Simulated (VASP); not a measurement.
## RbHg6: single point with PBE

RbHg6:

```
Rb Hg
1.0
     0.00000    5.08808    5.08808
     5.08808    0.00000    5.08808
     5.08808    5.08808    0.00000
Rb Hg
1 6
Direct
  0.00000 0.00000 0.00000
  0.50000 0.50000 0.00000
  0.50000 0.00000 0.50000
  0.00000 0.00000 0.50000
  0.00000 0.50000 0.00000
  0.00000 0.50000 0.50000
  0.50000 0.00000 0.00000
```

The cell was generated, and may not be a known phase.

| Item | Value |
| --- | --- |
| Program | VASP 6.6.1 |
| Task | single point |
| Functional | PBE |
| Potentials or basis | VASP PAW PBE potentials, release 64 (Rb_sv, Hg) |
| Cutoff | 520 eV |
| k mesh | 4 × 4 × 4 |
| Occupations | gaussian, width 0.1 eV |
| Spin | no spin polarisation |
| Dipole correction | no |
| Further INCAR settings | ALGO = Fast; EDIFF = 1e-07; NBANDS = 50 |

```
Pressure               : 0.0 GPa
Band gap on the k mesh : zero (an odd number of electrons rules out a gap without spin polarisation)
```

Levels at points of the mesh, in eV from the Fermi level:
| k point | band 37 | band 38 | band 39 | band 40 | band 41 | band 42 | band 43 | band 44 | band 45 | band 46 |
| --- | --- | --- | --- | --- | --- | --- | --- | --- | --- | --- |
| (0.00, 0.00, 0.00) | -3.24 | -3.24 | -1.74 | -1.74 | -1.12 | 0.13 | 0.13 | 0.13 | 0.71 | 0.71 |
| (0.50, 0.00, 0.00) | -3.03 | -3.03 | -2.89 | -2.89 | -0.52 | -0.04 | 1.52 | 1.52 | 1.97 | 1.97 |
| (0.50, 0.50, 0.00) | -4.46 | -3.75 | -3.75 | -1.54 | -0.62 | 1.34 | 1.34 | 2.48 | 2.59 | 3.16 |

It took 3.7 min on 1 thread of Intel(R) Xeon(R) Platinum 8488C (Sapphire Rapids), on a shared host, peak memory 0.43 GiB.

Caveat: spin-orbit coupling is left out, which moves the levels of the heavy elements.
